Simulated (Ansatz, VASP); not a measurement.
# Al3GaN4: VASP beside Ansatz

Contents of INCAR:

```
SYSTEM = Al3GaN4
PREC = Accurate
ENCUT = 520
EDIFF = 1E-6
ISMEAR = 0
SIGMA = 0.05
LREAL = .FALSE.
LASPH = .TRUE.
NELM = 60
ALGO = Normal
ISIF = 2
LWAVE = .FALSE.
LCHARG = .FALSE.
GGA = PS
NBANDS = 31
```

Contents of KPOINTS:

```
regular mesh
0
G
  6 6 6
  0 0 0
```

File POSCAR:

```
Al3GaN4
1.0
    4.4952608103      0.2423915143      0.2423915143
    0.2423915143      4.4952608103      0.2423915143
    0.2423915143      0.2423915143      4.4952608103
Al Ga N
3 1 4
Direct
    0.5000000000      0.5000000000      0.0000000000
    0.5000000000      0.0000000000      0.5000000000
    0.0000000000      0.5000000000      0.5000000000
    0.0000000000      0.0000000000      0.0000000000
    0.7447140287      0.7447140287      0.2552859713
    0.7447140287      0.2552859713      0.7447140287
    0.2552859713      0.7447140287      0.7447140287
    0.2552859713      0.2552859713      0.2552859713
```

Input for Ansatz:

```yaml
crystal:
  lattice:
    - [4.4952608103, 0.2423915143, 0.2423915143]
    - [0.2423915143, 4.4952608103, 0.2423915143]
    - [0.2423915143, 0.2423915143, 4.4952608103]
  atoms:
    - { symbol: Al, position: [0.5, 0.5, 0.0] }
    - { symbol: Al, position: [0.5, 0.0, 0.5] }
    - { symbol: Al, position: [0.0, 0.5, 0.5] }
    - { symbol: Ga, position: [0.0, 0.0, 0.0] }
    - { symbol: "N", position: [0.7447140287, 0.7447140287, 0.2552859713] }
    - { symbol: "N", position: [0.7447140287, 0.2552859713, 0.7447140287] }
    - { symbol: "N", position: [0.2552859713, 0.7447140287, 0.7447140287] }
    - { symbol: "N", position: [0.2552859713, 0.2552859713, 0.2552859713] }
basis:
  ecutwfc: 520.0
kpoints:
  mp_grid: { grid: [6, 6, 6] }
hamiltonian:
  xc: pbesol
scf:
  occupations: { method: gaussian, width: 0.05 }
output:
  forces: true
  stress: true
  eigenvalues: true
```

Change from the starting cell: equal engineering shear yz, xz and xy +0.1100, equal normal strain along x, y and z +0.0200.

Alike in both runs: task single point; functional PBEsol; k mesh 6 × 6 × 6; occupations gaussian, width 0.05 eV; no spin polarisation.

|  | VASP | Ansatz |
| --- | --- | --- |
| version | VASP 6.6.1 | Ansatz 0.2.0 |
| potentials or method | VASP PAW PBE potentials, release 64 (Al, Ga_d, N), cutoff 520 eV | scalar-relativistic, plane waves, PAW |
| valence electrons in the cell | 42 | 42 |

```tsv
	VASP	Ansatz	Ansatz less VASP
gap on the k mesh at the Fermi level (eV)	1.97	1.97	0.000
least direct gap on the mesh (eV)	1.97	1.97	0.000
pressure (GPa)	-3.6	-3.6	+0.03
traceless stress, the component that is largest in VASP (GPa)	-17.26	-17.12	+0.148
rms of the force components (eV/Å)	0.184	0.180	-0.0036
```

VASP's potentials were made for PBE, not for PBEsol. Atom by atom the forces differ by 0.009 eV/Å (rms over components).
